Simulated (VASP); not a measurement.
Here is a VASP 6.6.1 calculation.

The input INCAR:

```
SYSTEM = SiNi
ALGO     = Normal         ! electronic algorithm
EDIFF    = 1E-6           ! SCF threshold, eV
ENCUT    = 600            ! plane-wave cutoff, eV
GGA      = PS             ! functional
GGA_COMPAT= .FALSE.      
ISIF     = 2              ! what is computed and relaxed
ISMEAR   = 0              ! smearing method
LASPH    = .TRUE.         ! aspherical terms in the spheres
LCHARG   = .FALSE.        ! write CHGCAR
LREAL    = .FALSE.        ! projectors in reciprocal space
LWAVE    = .FALSE.        ! write WAVECAR
NBANDS   = 22             ! bands
NELM     = 120            ! most SCF steps
PREC     = Accurate       ! precision mode
SIGMA    = 0.1            ! smearing width, eV
```

KPOINTS

```
k-points
0
G
  14 12 10
  0 0 0
```

The input POSCAR:

```
SiNi
1.0
    3.0552835513      0.0000000000      0.0000000000
    0.0000000000      3.2583147497      0.0000000000
    0.0000000000      0.0000000000      4.7093899711
Si Ni
2 2
Direct
    0.5000000000      0.5000000000      0.8431827248
    0.0000000000      0.0000000000      0.1568172752
    0.5000000000      0.5000000000      0.3423059830
    0.0000000000      0.0000000000      0.6576940170
```

Potentials or basis: VASP PAW PBE potentials, release 64 (Si, Ni).

Run with:

```console
$ cat potpaw_PBE.64/Si/POTCAR potpaw_PBE.64/Ni/POTCAR > POTCAR
$ mpirun -np 1 vasp_std > vasp.out
```

**Question.** Estimate the largest force.

**Answer.** 0.108 eV/Å.

**Question.** Estimate the band gap on the k mesh.

**Answer.** Zero (bands 14 and 15 overlap by 2.57 eV).

**Question.** Predict the pressure.

**Answer.** -5.9 GPa.

Forces on the atoms (eV/Å):
```
Si   0.000  0.000 -0.108
Si   0.000  0.000  0.108
Ni   0.000  0.000  0.011
Ni   0.000  0.000 -0.011
```

Caveat: the cell stands under tension; the PAW data sets were made with another functional, which shifts forces and pressure a little. Spin polarisation is off, so any magnetic state and its effect on volume and gap are missing.
